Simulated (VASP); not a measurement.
# Al47TeN47 (a cell with a defect) in VASP: a series of runs

Al47TeN47 (a cell with a defect) is run at these levels: PBE; tasks: single point.

All numbers are computed with VASP 6.6.1; they aren't measurements. Logs are shortened: lines on timing, memory, paths and dates and some standing lists are left out, and cuts for length are marked.

## 1. The cell of the first run

The cell holds a defect, 95 atoms: a = 10.842 Å, b = 10.842 Å, c = 10.035 Å, α = 90.00°, β = 90.00°, γ = 120.00°.

## 2. Single point, PBE

Input file INCAR:

```
ALGO     = Normal         # electronic algorithm
EDIFF    = 1E-6           # SCF threshold, eV
ENCUT    = 520            # plane-wave cutoff, eV
GGA      = PE             # functional
GGA_COMPAT= False        
ISIF     = 2              # what is computed and relaxed
ISMEAR   = 0              # smearing method
ISYM     = -1           
LASPH    = True           # aspherical terms in the spheres
LCHARG   = True           # write CHGCAR
LELF     = True           # ELF
LREAL    = Auto         
LVHAR    = True         
LWAVE    = False          # write WAVECAR
NBANDS   = 244            # bands
NELECT   = 384.0        
NELM     = 120            # most SCF steps
PREC     = Accurate       # precision mode
SIGMA    = 0.01           # smearing width, eV
```

Input file KPOINTS:

```
explicit points
1
Reciprocal
  0.25000000   0.25000000   0.25000000 1
```

Input file POSCAR:

```
Al47TeN47
1.0
    9.3892708211      5.4208981500      0.0000000000
   -9.3892709205      5.4208979791      0.0000000000
    0.0000000000      0.0000000000     10.0348065900
Al N Te
47 47 1
Direct
   -0.0016240781      0.1646235902      0.2505539477
    0.1660054921      0.0002120775      0.2505071394
    0.3332397594      0.3402780262      0.2123610924
    0.0004662468      0.3340532589      0.4963813423
    0.1482966144      0.1491529418      0.5088556678
    0.3330854539     -0.0005016122      0.5002804739
   -0.0032183554      0.1639157979      0.7508680386
    0.1655785793     -0.0058226546      0.7531997278
    0.3332255255      0.3288983794      0.7527056402
   -0.0025741282      0.3312789963      1.0004172791
    0.1625955903      0.1602588929      0.9968061028
    0.3331473143     -0.0029613485      1.0016864349
    0.0014397580      0.6665043206      0.2515179240
    0.1667377034      0.5013382523      0.2453632153
    0.3331776221      0.8332264742      0.2499835469
   -0.0007918737      0.8309452478      0.5007806400
    0.1666900809      0.6641215138      0.4963844861
    0.0008749088      0.6647279174      0.7494317118
    0.1643257965      0.4978417148      0.7501372149
    0.3331557733      0.8299551742      0.7478861069
   -0.0010296014      0.8307781394      1.0015422725
    0.1652550317      0.6663659625      0.9994312242
    0.3331566013      0.5033890752      0.9686333468
    0.5003730342      0.1672715633      0.2504783860
    0.6650381024     -0.0017317047      0.2514828326
    0.8348765551      0.3327121232      0.2519952661
    0.5182597580      0.3339047631      0.5088025470
    0.6672242167      0.1649779285      0.5007292776
    0.8261522183     -0.0057532108      0.4990971393
    0.5007967260      0.1617223881      0.7532045399
    0.6655570995     -0.0029538299      0.7494334991
    0.8335392357      0.3312461970      0.7492456806
    0.5037580880      0.3307780773      0.9968469697
    0.6674235607      0.1649775954      1.0015420022
    0.8319784581     -0.0023725899      1.0004105991
    0.4995770791      0.6677904366      0.2454132452
    0.6680435837      0.4994259704      0.2505310963
    0.8315821093      0.8309770886      0.2519610954
    0.4995820525      0.8306629080      0.4964906908
    0.6657843124      0.6666504126      0.4963902916
    0.8402686067      0.5014041776      0.4991575410
    0.5020132928      0.6666822801      0.7501399418
    0.6695513618      0.5002761562      0.7508913188
    0.8328019136      0.8308518804      0.7492634387
    0.5010590285      0.8342634150      0.9994142285
    0.6688675433      0.6669832059      1.0004485526
    0.8344090532      0.4988681471      1.0003783118
   -0.0095912776      0.1591068153      0.4409464092
    0.1651341048     -0.0031815742      0.4413605158
   -0.0025936790      0.3287751592      0.1884534185
    0.1627428599      0.1629184917      0.1864211283
    0.3331124528      0.0010063995      0.1919454723
   -0.0024531029      0.1643947409      0.9402476660
    0.1661677969     -0.0053371327      0.9421854345
    0.3332452372      0.3234879365      0.9479331335
   -0.0012580343      0.3299950951      0.6887851695
    0.1612428674      0.1576985857      0.6989809374
    0.3331290371     -0.0019744030      0.6911579922
    0.0008633285      0.6700393514      0.4409027795
    0.1406626298      0.4999411166      0.4263126770
    0.3331302073      0.8345103568      0.4401609201
   -0.0005555388      0.8327648040      0.1913588755
    0.1670833697      0.6709560289      0.1870849374
    0.3331363275      0.5084157672      0.1671969971
   -0.0015030575      0.6659956976      0.9396204931
    0.1547891702      0.4984596362      0.9408600529
    0.3331871777      0.8318962473      0.9383698326
   -0.0003776507      0.8306172482      0.6912612562
    0.1664282688      0.6653906866      0.6886767932
    0.3331382047      0.4981078153      0.7477607201
    0.5012327474      0.1644641762      0.4413205782
    0.6657921816      0.0024304064      0.4408483971
    0.8288025643      0.3300341215      0.4417108187
    0.5035849434      0.3332440383      0.1864345499
    0.6669432050      0.1664927247      0.1913698594
    0.8312029222     -0.0029000606      0.1906501279
    0.5002637929      0.1616609177      0.9422049391
    0.6679361138      0.0006553560      0.9396497991
    0.8307992516      0.3311295600      0.9397482818
    0.5050601317      0.3295189591      0.6989214364
    0.6667002489      0.1641468673      0.6912381201
    0.8312492855     -0.0035485311      0.6903898432
    0.5254000348      0.6923140877      0.4265349461
    0.6760592762      0.5018664908      0.4408929259
    0.8375564454      0.8341293769      0.4416497495
    0.4992389561      0.8370519214      0.1870850078
    0.6688206602      0.6645051134      0.1885121227
    0.8351975716      0.4991726423      0.1906045261
    0.5115963292      0.6768516746      0.9408578891
    0.6688363749      0.5000137411      0.9402907019
    0.8355479673      0.8334586841      0.9397993902
    0.4998582308      0.8321509004      0.6887523359
    0.6675189545      0.6643516531      0.6887799967
    0.8350668345      0.4984350756      0.6904512721
    0.3335118904      0.3993307639      0.4610400427
```

Potentials or basis: VASP PAW PBE potentials, release 64 (Al, N, Te).

Run with:

```console
> cat potpaw_PBE.64/Al/POTCAR potpaw_PBE.64/N/POTCAR potpaw_PBE.64/Te/POTCAR > POTCAR
> mpirun -np 1 vasp_std > vasp.out
```

OUTCAR:

```text
EDIFF = 1E-6
   ENCUT = 520
   GGA = PE
   ISIF = 2
   ISMEAR = 0
   ISYM = -1
   LASPH = True
   LREAL = Auto
   NELECT = 384.0
   NELM = 120
   PREC = Accurate

 ion  position               nearest neighbor table
   1  0.998  0.165  0.251-  50 1.89  51 1.90  76 1.91  48 1.91   4 3.07  35 3.09  10 3.10   5 3.11
                            29 3.11  26 3.11   2 3.12  11 3.12  25 3.13  38 3.13  14 3.16   3 3.17
   2  0.166  0.000  0.251-  51 1.89  52 1.90  62 1.91  49 1.92  11 3.09  21 3.09   6 3.09  12 3.10
                            16 3.10   5 3.11   1 3.12  13 3.13  15 3.14  24 3.14  38 3.14   3 3.22
   3  0.333  0.340  0.212-  64 1.88  74 1.90  51 1.90  95 2.58  33 2.88  11 2.88  23 3.02  36 3.09
                            14 3.09  37 3.17   1 3.17   2 3.22  24 3.22
   4  0.000  0.334  0.496-  60 1.82  73 1.92  48 1.93  56 1.93  26 3.04   1 3.07  41 3.08  17 3.10
                            14 3.10  19 3.10  32 3.11  28 3.13   5 3.13   7 3.14  29 3.19  95 3.33
   5  0.148  0.149  0.509-  49 1.88  48 1.89  57 1.91  95 2.48   7 2.98  16 2.99  29 3.03   8 3.03
                             1 3.11   2 3.11   4 3.13   9 3.15   6 3.15
   6  0.333  0.999  0.500-  61 1.89  71 1.90  49 1.90  58 1.92  20 3.09  15 3.09   2 3.09  24 3.10
                             8 3.10  30 3.11  16 3.13  28 3.14  27 3.15   5 3.15  39 3.15  17 3.15
   7  0.997  0.164  0.751-  57 1.89  56 1.90  53 1.90  82 1.90   5 2.98  11 3.07  35 3.08  10 3.09
                            32 3.10  31 3.11  44 3.13  29 3.13  19 3.14   4 3.14   9 3.16   8 3.18
   8  0.166  0.994  0.753-  57 1.88  68 1.89  54 1.90  58 1.90   5 3.03  11 3.05  21 3.07  12 3.08
                            18 3.09  16 3.10   6 3.10  20 3.12  44 3.12   9 3.14  30 3.15   7 3.18
   9  0.333  0.329  0.753-  70 1.84  80 1.94  57 1.94  55 1.96  23 2.88  95 3.02  11 3.06  33 3.06
[... 74 lines left out ...]
                            42 3.09  37 3.10  21 3.10  35 3.10  47 3.13  45 3.15  33 3.16  23 3.17
  47  0.834  0.499  0.000-  65 1.90  79 1.90  90 1.90  88 1.91  43 3.08  37 3.09  18 3.10  26 3.10
                            32 3.10  10 3.10  33 3.10  13 3.11  22 3.11  21 3.12  46 3.13  34 3.14
  48  0.990  0.159  0.441-  29 1.88   5 1.89   1 1.91   4 1.93
  49  0.165  0.997  0.441-   5 1.88  16 1.89   6 1.90   2 1.92
  50  0.997  0.329  0.188-  10 1.89   1 1.89  26 1.89  14 1.94
  51  0.163  0.163  0.186-   2 1.89  11 1.90   1 1.90   3 1.90
  52  0.333  0.001  0.192-   2 1.90  24 1.90  12 1.91  15 1.91
  53  0.998  0.164  0.940-  11 1.90  35 1.90   7 1.90  10 1.91
  54  0.166  0.995  0.942-  21 1.89  12 1.89  11 1.90   8 1.90
  55  0.333  0.323  0.948-  33 1.88  11 1.88   9 1.96  23 1.96
  56  0.999  0.330  0.689-   7 1.90  32 1.90  19 1.91   4 1.93
  57  0.161  0.158  0.699-   8 1.88   7 1.89   5 1.91   9 1.94
  58  0.333  0.998  0.691-   8 1.90  30 1.90  20 1.91   6 1.92
  59  0.001  0.670  0.441-  16 1.85  41 1.88  13 1.90  17 1.91
  60  0.141  0.500  0.426-  17 1.80   4 1.82  14 1.84
  61  0.333  0.835  0.440-   6 1.89  15 1.91  39 1.91  17 1.91
  62  0.999  0.833  0.191-  21 1.90   2 1.91  38 1.91  13 1.91
  63  0.167  0.671  0.187-  22 1.88  13 1.89  15 1.89  14 1.93
  64  0.333  0.508  0.167-   3 1.88  14 1.93  36 1.93  23 1.99
  65  0.998  0.666  0.940-  21 1.89  47 1.90  22 1.90  18 1.91
  66  0.155  0.498  0.941-  10 1.86  22 1.86  19 1.92  23 1.93
[... 14 lines left out ...]
  81  0.667  0.164  0.691-  30 1.89  31 1.90  32 1.90  28 1.91
  82  0.831  0.996  0.690-  31 1.89  44 1.90   7 1.90  29 1.92
  83  0.525  0.692  0.427-  39 1.80  40 1.82  36 1.84
  84  0.676  0.502  0.441-  41 1.88  27 1.90  37 1.91  40 1.93
  85  0.838  0.834  0.442-  16 1.87  29 1.89  38 1.90  40 1.92
  86  0.499  0.837  0.187-  45 1.88  25 1.89  15 1.89  36 1.93
  87  0.669  0.665  0.189-  46 1.89  37 1.89  38 1.90  36 1.94
  88  0.835  0.499  0.191-  26 1.91  13 1.91  47 1.91  37 1.91
  89  0.512  0.677  0.941-  46 1.86  45 1.86  42 1.92  23 1.93
  90  0.669  0.500  0.940-  33 1.90  47 1.90  43 1.90  46 1.91
  91  0.836  0.833  0.940-  21 1.89  35 1.90  46 1.91  44 1.91
  92  0.500  0.832  0.689-  20 1.89  31 1.89  42 1.91  39 1.93
[... 248 lines left out ...]
   NSW    =      0    number of steps for IOM
   IBRION =     -1    ionic relax: 0-MD 1-quasi-New 2-CG
   NFREE  =      0    steps in history (QN), initial steepest desc. (CG)
   ISIF   =      2    stress and relaxation
   ISYM   =     -1    0-nonsym 1-usesym 2-fastsym
   POTIM  = 0.5000    time-step for ionic-motion
   TEBEG  =    0.0;   TEEND  =   0.0 temperature during run
   PSTRESS=    0.0 pullay stress
   NELECT =     384.0000    total number of electrons
   NUPDOWN=      -1.0000    fix difference up-down
   EMIN   =  10.00;   EMAX   =-10.00  energy-range for DOS
   EFERMI =   0.00;   METHOD = LEGACY
   ISMEAR =     0;   SIGMA  =   0.01  broadening in eV -4-tet -1-fermi 0-gaus
   EFERMI_NEDOS =   21; number of points for ismear=-14 and -15
   IALGO  =     38    algorithm
   IMIX   =      4    mixing-type and parameters
     AMIX     =   0.40;   BMIX     =  1.00
     AMIX_MAG =   1.60;   BMIX_MAG =  1.00
  volume/ion in A,a.u.               =      10.75        72.56
  Fermi-wavevector in a.u.,A,eV,Ry     =   1.181511  2.232733 18.993310  1.395969
  Thomas-Fermi vector in A             =   2.317783
   LORBIT       =      0    0 simple, 1 ext, 2 COOP (PROOUT), +10 PAW based schemes
   GGA     = PE    functional components
   LHFCALC =     F    Hartree Fock is set to
   AEXX    =    0.0000 exact exchange contribution
   IVDW    =     0    specifies the selected vdW correction
   LEPSILON=     F    determine dielectric tensor
   LRPA    =     F    only Hartree local field effects (RPA)
 non-spin polarized calculation
 Gauss-broadening in eV      SIGMA  =   0.01
  energy-cutoff  :      520.00
  volume of cell :     1021.51
 maximum number of plane-waves:     27493
 NGX is ok and might be reduce to    80
   NGX = 41   NGY = 41   NGZ = 37

 number of electron     383.9999988 magnetization

 Free energy of the ion-electron system (eV)
  ---------------------------------------------------
  ext. energy  EPLUGINS =         0.00000000
  ---------------------------------------------------
  free energy    TOTEN  =      -680.56436336 eV

  energy without entropy =     -680.56436336  energy(sigma->0) =     -680.56436336

 E-fermi :   8.0034     XC(G=0): -10.8621

 val. band max:        7.8969187566   @ k =   0.2500   0.2500   0.2500
 cond. band min:      11.1074350004   @ k =   0.2500   0.2500   0.2500
 fundamental gap:      3.2105162437
 Fermi energy:         8.0034019793

 k-point     1 :       0.2500    0.2500    0.2500
  band No.  band energies     occupation
      1      -8.9114      2.00000
      2      -8.7152      2.00000
      3      -8.5547      2.00000
      4      -8.4514      2.00000
      5      -8.2856      2.00000
      6      -8.0901      2.00000
[... 196 lines left out ...]
    203      11.7589      0.00000
    204      11.7958      0.00000
 [bands above 204 left out]

------------------------ aborting loop because EDIFF is reached ----------------------------------------

  FORCE on cell =-STRESS in cart. coord.  units (eV):
  Direction    XX          YY          ZZ          XY          YZ          ZX
  --------------------------------------------------------------------------------------
  -------------------------------------------------------------------------------------
  Total       41.9836008     41.7415483     39.7502687      0.7797192     -1.8512777      3.0665656
  in kB       65.8488441     65.4691988     62.3459920      1.2229443     -2.9036218      4.8097304
  external PRESSURE =      64.5546783 kB  Pullay stress =       0.0000000 kB

 VOLUME and BASIS-vectors are now :
 -----------------------------------------------------------------------------
  energy-cutoff  :      520.00
  volume of cell :     1021.51
      direct lattice vectors                 reciprocal lattice vectors
     9.389270821  5.420898150  0.000000000     0.053252270  0.092235640  0.000000000
    -9.389270920  5.420897979  0.000000000    -0.053252272  0.092235639  0.000000000
     0.000000000  0.000000000 10.034806590     0.000000000  0.000000000  0.099653141

 POSITION                                       TOTAL-FORCE (eV/Angst)
 -----------------------------------------------------------------------------------
      7.82833      6.30450      2.51426        -0.001705     -0.002943     -0.001729
      1.55668      0.90105      2.51379         0.002964      0.001894      0.007251
     -0.06608      3.65107      2.13100         0.019108     -0.012697     -0.031785
     -3.13214      1.81340      4.98109        -0.002851     -0.009998      0.001009
     -0.00804      1.61244      5.10627         0.019136     -0.040058     -0.005141
     -6.25713      7.22380      5.02022        -0.004594      0.002809      0.001081
[... 87 lines left out ...]
      3.16073      7.22878      6.92854        -0.001023      0.000135     -0.002400
     -0.61799      3.97267      4.62645        -0.057917      0.040852      0.020497
 -----------------------------------------------------------------------------------
    total drift:                                0.038679     -0.014453      0.034112

  FREE ENERGIE OF THE ION-ELECTRON SYSTEM (eV)
  ---------------------------------------------------
  free  energy   TOTEN  =      -680.5643633638 eV

  energy  without entropy=     -680.5643633638  energy(sigma->0) =     -680.56436336
```

It took 7 min on 1 thread of Intel Xeon 6975P-C (Granite Rapids), shared host; peak memory 1.1 GiB.

Results:

| Property | Result |
| --- | --- |
| Free energy | -680.5644 eV |
| Largest force | 0.074 eV/Å |

Forces on the atoms (eV/Å):
```
Al  -0.002 -0.003 -0.002
Al   0.003  0.002  0.007
Al   0.019 -0.013 -0.032
Al  -0.003 -0.010  0.001
Al   0.019 -0.040 -0.005
Al  -0.005  0.003  0.001
Al   0.001 -0.001  0.001
Al   0.002 -0.001  0.001
Al   0.007 -0.003  0.013
Al   0.000 -0.002 -0.001
Al  -0.002  0.004  0.001
Al   0.001  0.000  0.001
Al  -0.001  0.001  0.000
Al  -0.003 -0.002 -0.011
Al  -0.001  0.001  0.001
Al   0.001  0.003  0.002
Al  -0.008  0.004  0.002
Al  -0.002 -0.003  0.002
Al  -0.003 -0.003  0.000
Al  -0.002  0.001  0.000
Al   0.002  0.001  0.002
Al  -0.003 -0.001  0.002
Al   0.001 -0.002 -0.002
Al   0.000 -0.002  0.007
Al  -0.001  0.001  0.001
Al   0.000  0.000  0.002
Al   0.038  0.003 -0.001
Al  -0.002 -0.003  0.002
Al   0.004  0.000  0.003
Al   0.001 -0.003  0.001
Al   0.000  0.003  0.003
Al  -0.001 -0.004  0.002
Al  -0.004 -0.001 -0.002
Al   0.000 -0.002  0.003
Al  -0.001 -0.001  0.001
Al   0.001  0.003 -0.010
Al   0.002  0.001 -0.002
Al  -0.001  0.000  0.002
Al  -0.007  0.004  0.002
Al   0.008  0.008 -0.001
Al   0.003 -0.004  0.005
Al   0.001  0.005  0.000
Al   0.001  0.000  0.000
Al   0.003  0.003  0.003
Al   0.000  0.001  0.002
Al   0.002  0.001  0.000
Al   0.001  0.000  0.002
N   -0.003  0.007  0.001
N   -0.001 -0.003  0.004
N   -0.001  0.002 -0.001
N   -0.003  0.006  0.007
N    0.001  0.000  0.000
N    0.000 -0.001  0.000
N   -0.003 -0.002 -0.003
N    0.000 -0.001  0.001
N    0.001  0.004 -0.005
N   -0.004  0.008 -0.004
N   -0.002  0.001 -0.001
N    0.004  0.001  0.000
N    0.009  0.001  0.001
N    0.007 -0.004  0.001
N   -0.001 -0.001 -0.003
N    0.002  0.000  0.000
N    0.000  0.000  0.012
N    0.000  0.001 -0.001
N   -0.001  0.001 -0.001
N    0.003 -0.002 -0.001
N    0.000 -0.001 -0.002
N    0.004 -0.001 -0.006
N   -0.003  0.004 -0.012
N    0.003  0.002  0.003
N    0.002 -0.006  0.001
N    0.000  0.005  0.000
N   -0.006  0.000  0.006
N    0.000  0.001 -0.003
N   -0.001  0.001 -0.001
N    0.000  0.003 -0.002
N   -0.001 -0.001 -0.001
N    0.000 -0.001 -0.001
N   -0.008 -0.001 -0.002
N    0.000  0.000 -0.003
N    0.000  0.001 -0.002
N    0.004 -0.007  0.001
N   -0.008  0.001  0.001
N   -0.004 -0.003  0.000
N    0.001 -0.002  0.000
N   -0.002  0.000  0.000
N   -0.001  0.001 -0.001
N   -0.001 -0.002 -0.002
N    0.001  0.000  0.000
N    0.000 -0.001 -0.001
N    0.003 -0.003 -0.006
N   -0.003 -0.003 -0.005
N   -0.001  0.000 -0.002
Te  -0.058  0.041  0.020
```

Caveat: the cell carries a net charge on a neutralising background, which shifts energy and pressure; the cell is charged against a uniform background, so pressure and absolute levels hang on convention; spin-orbit coupling is left out, which moves the levels of the heavy elements.

(Continued in part 2 of 2.)
